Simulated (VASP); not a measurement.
# Cs (I4/mmm) in VASP: single point with PBE

Aim: the single point of Cs with PBE.

Program: VASP 6.6.1. These are calculated values, not measurements. Logs are shortened: lines on timing, memory, paths and dates and some standing lists are left out, and cuts for length are marked.

## Step 1: The cell of the first run

Symmetry: I4/mmm, No. 139, tetragonal system. Conventional cell: a = 5.500 Å, b = 5.500 Å, c = 8.194 Å, α = 90.00°, β = 90.00°, γ = 90.00°.

## Step 2: Single point, PBE

INCAR

```
PREC = Accurate
ENCUT = 520
EDIFF = 1E-7
ISMEAR = 0
SIGMA = 0.05
LREAL = F
LASPH = T
NELM = 80
ALGO = Normal
ISIF = 2
LWAVE = F
LCHARG = T
GGA = PE
LELF = T
LVHAR = T
NBANDS = 10
```

KPOINTS

```
regular mesh
0
Gamma
  10 10 10
```

POSCAR

```
Cs
1.0
   -2.7500754600      2.7500754600      4.0972389800
    2.7500754600     -2.7500754600      4.0972389800
    2.7500754600      2.7500754600     -4.0972389800
Cs
1
Direct
    0.0000000000      0.0000000000      0.0000000000
```

Potentials or basis: VASP PAW PBE potentials, release 64 (Cs_sv).

Started as:

```
$ cat potpaw_PBE.64/Cs_sv/POTCAR > POTCAR
$ mpirun -np 1 vasp_std > vasp.out
```

OUTCAR:

```text
PREC = Accurate
   ENCUT = 520
   EDIFF = 1E-7
   ISMEAR = 0
   LREAL = F
   LASPH = T
   NELM = 80
   ISIF = 2
   GGA = PE

 ion  position               nearest neighbor table
   1  0.000  0.000  0.000-

  LATTYP: Found a body centered tetragonal cell.
 ALAT       =     5.5001509200
 C/A-ratio  =     1.4898642018

  Lattice vectors:

 A1 = (  -2.7500754600,   2.7500754600,   4.0972389800)
 A2 = (   2.7500754600,  -2.7500754600,   4.0972389800)
 A3 = (   2.7500754600,   2.7500754600,  -4.0972389800)

Analysis of symmetry for initial positions (statically):
=====================================================================
 Subroutine PRICEL returns:
 Original cell was already a primitive cell.

 Routine SETGRP: Setting up the symmetry group for a
 body centered tetragonal supercell.

 Subroutine GETGRP returns: Found 16 space group operations
 (whereof 16 operations were pure point group operations)
 out of a pool of 16 trial point group operations.

The static configuration has the point symmetry D_4h.

Analysis of symmetry for dynamics (positions and initial velocities):
=====================================================================
 Subroutine PRICEL returns:
 Original cell was already a primitive cell.

 Routine SETGRP: Setting up the symmetry group for a
 body centered tetragonal supercell.

 Subroutine GETGRP returns: Found 16 space group operations
 (whereof 16 operations were pure point group operations)
 out of a pool of 16 trial point group operations.

The dynamic configuration has the point symmetry D_4h.

 Subroutine INISYM returns: Found 16 space group operations
 (whereof 16 operations are pure point group operations),
 and found     1 'primitive' translations

----------------------------------------------------------------------------------------

                                     Primitive cell

  volume of cell :     123.9483

  direct lattice vectors                    reciprocal lattice vectors
    -2.750075460  2.750075460  4.097238980     0.000000000  0.181813193  0.122033399
     2.750075460 -2.750075460  4.097238980     0.181813193  0.000000000  0.122033399
     2.750075460  2.750075460 -4.097238980     0.181813193  0.181813193  0.000000000

  length of vectors
     5.649176695  5.649176695  5.649176695     0.218970746  0.218970746  0.257122683

  position of ions in fractional coordinates (direct lattice)
     0.000000000  0.000000000  0.000000000

  ion indices of the primitive-cell ions
   primitive index   ion index
                 1           1

----------------------------------------------------------------------------------------

 KPOINTS: regular mesh

Automatic generation of k-mesh.
 Grid dimensions read from file:
 generate k-points for:   10   10   10

 Generating k-lattice:

  Cartesian coordinates                     Fractional coordinates (reciprocal lattice)
     0.000000000  0.018181319  0.012203340     0.100000000  0.000000000 -0.000000000
     0.018181319  0.000000000  0.012203340     0.000000000  0.100000000 -0.000000000
     0.018181319  0.018181319  0.000000000     0.000000000  0.000000000  0.100000000

  Length of vectors
     0.021897075  0.021897075  0.025712268

  Shift w.r.t. Gamma in fractional coordinates (k-lattice)
     0.000000000  0.000000000  0.000000000

 Subroutine IBZKPT returns following result:
 ===========================================

 Found    102 irreducible k-points:

 Following reciprocal coordinates:
            Coordinates               Weight
  0.000000  0.000000  0.000000      1.000000
  0.100000  0.000000  0.000000      8.000000
  0.200000  0.000000  0.000000      8.000000
  0.300000 -0.000000  0.000000      8.000000
  0.400000  0.000000  0.000000      8.000000
  0.500000 -0.000000  0.000000      4.000000
[... 16 lines left out ...]
  0.300000  0.300000  0.000000      8.000000
  0.400000  0.300000  0.000000     16.000000
 [... further k-points ...]
   k-points           NKPTS =    102   k-points in BZ     NKDIM =    102   number of bands    NBANDS=     10
   number of dos      NEDOS =    301   number of ions     NIONS =      1
   total plane-waves  NPLWV =  74088
   dimension x,y,z NGX =    42 NGY =   42 NGZ =   42
   dimension x,y,z NGXF=    84 NGYF=   84 NGZF=   84
   ions per type =               1
   NGX,Y,Z   is equivalent  to a cutoff of  12.36, 12.36, 12.36 a.u.
   NGXF,Y,Z  is equivalent  to a cutoff of  24.72, 24.72, 24.72 a.u.
 SYSTEM =  unknown system
   PREC   = accura    normal or accurate (medium, high low for compatibility)
   ISTART =      0    job   : 0-new  1-cont  2-samecut
   ICHARG =      2    charge: 1-file 2-atom 10-const
   ISPIN  =      1    spin polarized calculation?
   LNONCOLLINEAR =      F non collinear calculations
   LSORBIT =      F    spin-orbit coupling
   LASPH  =      T    aspherical Exc in radial PAW
   ENCUT  =  520.0 eV  38.22 Ry    6.18 a.u.  10.50 10.50 10.50*2*pi/ulx,y,z
   NELM   =     80;   NELMIN=  2; NELMDL= -5     # of ELM steps
   EDIFF  = 0.1E-06   stopping-criterion for ELM
   LREAL  =      F    real-space projection
   EDIFFG = 0.1E-05   stopping-criterion for IOM
   NSW    =      0    number of steps for IOM
   IBRION =     -1    ionic relax: 0-MD 1-quasi-New 2-CG
   NFREE  =      0    steps in history (QN), initial steepest desc. (CG)
   ISIF   =      2    stress and relaxation
   ISYM   =      2    0-nonsym 1-usesym 2-fastsym
   POTIM  = 0.5000    time-step for ionic-motion
   TEBEG  =    0.0;   TEEND  =   0.0 temperature during run
   PSTRESS=    0.0 pullay stress
   NELECT =       9.0000    total number of electrons
   NUPDOWN=      -1.0000    fix difference up-down
   EMIN   =  10.00;   EMAX   =-10.00  energy-range for DOS
   EFERMI =   0.00;   METHOD = LEGACY
   ISMEAR =     0;   SIGMA  =   0.05  broadening in eV -4-tet -1-fermi 0-gaus
   EFERMI_NEDOS =   21; number of points for ismear=-14 and -15
   IALGO  =     38    algorithm
   IMIX   =      4    mixing-type and parameters
     AMIX     =   0.40;   BMIX     =  1.00
     AMIX_MAG =   1.60;   BMIX_MAG =  1.00
  volume/ion in A,a.u.               =     123.95       836.44
  Fermi-wavevector in a.u.,A,eV,Ry     =   0.682981  1.290648  6.346621  0.466463
  Thomas-Fermi vector in A             =   1.762213
   LORBIT       =      0    0 simple, 1 ext, 2 COOP (PROOUT), +10 PAW based schemes
   GGA     = PE    functional components
   LHFCALC =     F    Hartree Fock is set to
   AEXX    =    0.0000 exact exchange contribution
   IVDW    =     0    specifies the selected vdW correction
   LEPSILON=     F    determine dielectric tensor
   LRPA    =     F    only Hartree local field effects (RPA)
 non-spin polarized calculation
 Gauss-broadening in eV      SIGMA  =   0.05
  energy-cutoff  :      520.00
  volume of cell :      123.95
 maximum number of plane-waves:      3372
   NGX = 21   NGY = 21   NGZ = 21

 number of electron       9.0000001 magnetization

 Free energy of the ion-electron system (eV)
  ---------------------------------------------------
  ext. energy  EPLUGINS =         0.00000000
  ---------------------------------------------------
  free energy    TOTEN  =        -0.84870689 eV

  energy without entropy =       -0.84725845  energy(sigma->0) =       -0.84798267

 E-fermi :   0.2534     XC(G=0):  -5.2221

 val. band max:        0.2190067483   @ k =  -0.2000   0.4000   0.1000
 cond. band min:       0.2662263683   @ k =   0.5000  -0.0000   0.0000
 fundamental gap:      0.0472196200
 Fermi energy:         0.2534476115

 k-point     1 :       0.0000    0.0000    0.0000
  band No.  band energies     occupation
      1     -23.6241      2.00000
      2     -10.3791      2.00000
      3     -10.3776      2.00000
      4     -10.3776      2.00000
      5      -1.3294      2.00000
      6       2.5765      0.00000
      7       2.7392      0.00000
      8       2.7392      0.00000
      9       3.5210      0.00000
     10       3.8416      0.00000

 k-point     2 :       0.1000    0.0000    0.0000
  band No.  band energies     occupation
      1     -23.6237      2.00000
      2     -10.3884      2.00000
      3     -10.3804      2.00000
      4     -10.3786      2.00000
      5      -1.2323      2.00000
      6       2.4766      0.00000
      7       2.6860      0.00000
      8       2.7873      0.00000
      9       3.4565      0.00000
     10       3.7416      0.00000

 k-point     3 :       0.2000    0.0000    0.0000
  band No.  band energies     occupation
      1     -23.6227      2.00000
      2     -10.4150      2.00000
      3     -10.3850      2.00000
      4     -10.3813      2.00000
      5      -0.9533      2.00000
      6       2.0944      0.00000
      7       2.6972      0.00000
      8       2.8652      0.00000
      9       3.4467      0.00000
     10       3.6233      0.00000

 k-point     4 :       0.3000   -0.0000    0.0000
  band No.  band energies     occupation
      1     -23.6214      2.00000
      2     -10.4474      2.00000
      3     -10.3906      2.00000
      4     -10.3845      2.00000
      5      -0.5305      2.00000
      6       1.6631      0.00000
      7       2.5991      0.00000
      8       2.8153      0.00000
      9       3.7204      0.00000
     10       3.7792      0.00000
[... 222 lines left out ...]
 k-point    22 :      -0.2000    0.2000    0.0000
  band No.  band energies     occupation
      1     -23.6221      2.00000
      2     -10.4139      2.00000
      3     -10.3945      2.00000
      4     -10.3910      2.00000
      5      -0.8135      2.00000
      6       2.0478      0.00000
      7       2.8193      0.00000
      8       2.8400      0.00000
      9       2.9056      0.00000
     10       3.8183      0.00000

 k-point    23 :       0.3000    0.3000    0.0000
  band No.  band energies     occupation
      1     -23.6191      2.00000
      2     -10.4514      2.00000
      3     -10.4390      2.00000
      4     -10.4017      2.00000
      5       0.5403      0.00000
      6       1.4434      0.00000
      7       1.5893      0.00000
      8       2.9486      0.00000
      9       3.6388      0.00000
     10       3.7834      0.00000

 k-point    24 :       0.4000    0.3000    0.0000
  band No.  band energies     occupation
      1     -23.6187      2.00000
      2     -10.4604      2.00000
      3     -10.4366      2.00000
      4     -10.4076      2.00000
      5       0.9752      0.00000
      6       1.0028      0.00000
      7       1.6897      0.00000
      8       3.0552      0.00000
      9       3.2933      0.00000
     10       4.1698      0.00000

 [... further k-points ...]

------------------------ aborting loop because EDIFF is reached ----------------------------------------

  FORCE on cell =-STRESS in cart. coord.  units (eV):
  Direction    XX          YY          ZZ          XY          YZ          ZX
  --------------------------------------------------------------------------------------
  -------------------------------------------------------------------------------------
  Total       -0.0722885     -0.0722885     -0.0839956      0.0000000      0.0000000      0.0000000
  in kB       -0.9344143     -0.9344143     -1.0857425      0.0000000      0.0000000      0.0000000
  external PRESSURE =      -0.9848570 kB  Pullay stress =       0.0000000 kB

 VOLUME and BASIS-vectors are now :
 -----------------------------------------------------------------------------
  energy-cutoff  :      520.00
  volume of cell :      123.95
      direct lattice vectors                 reciprocal lattice vectors
    -2.750075460  2.750075460  4.097238980     0.000000000  0.181813193  0.122033399
     2.750075460 -2.750075460  4.097238980     0.181813193  0.000000000  0.122033399
     2.750075460  2.750075460 -4.097238980     0.181813193  0.181813193  0.000000000

 POSITION                                       TOTAL-FORCE (eV/Angst)
 -----------------------------------------------------------------------------------
      0.00000      0.00000      0.00000        -0.000000      0.000000      0.000000
 -----------------------------------------------------------------------------------
    total drift:                               -0.000000      0.000000     -0.000000

  FREE ENERGIE OF THE ION-ELECTRON SYSTEM (eV)
  ---------------------------------------------------
  free  energy   TOTEN  =        -0.8487068909 eV

  energy  without entropy=       -0.8472584546  energy(sigma->0) =       -0.84798267
```

Wall time 1.9 min (1 thread of Intel Xeon Platinum 8175M at 2.50GHz (Skylake/Cascade Lake), shared host); peak memory 0.32 GiB.

Results:

* Free energy: -0.8487 eV
* Pressure: -0.1 GPa

Caveat: spin-orbit coupling is left out, which moves the levels of the heavy elements.
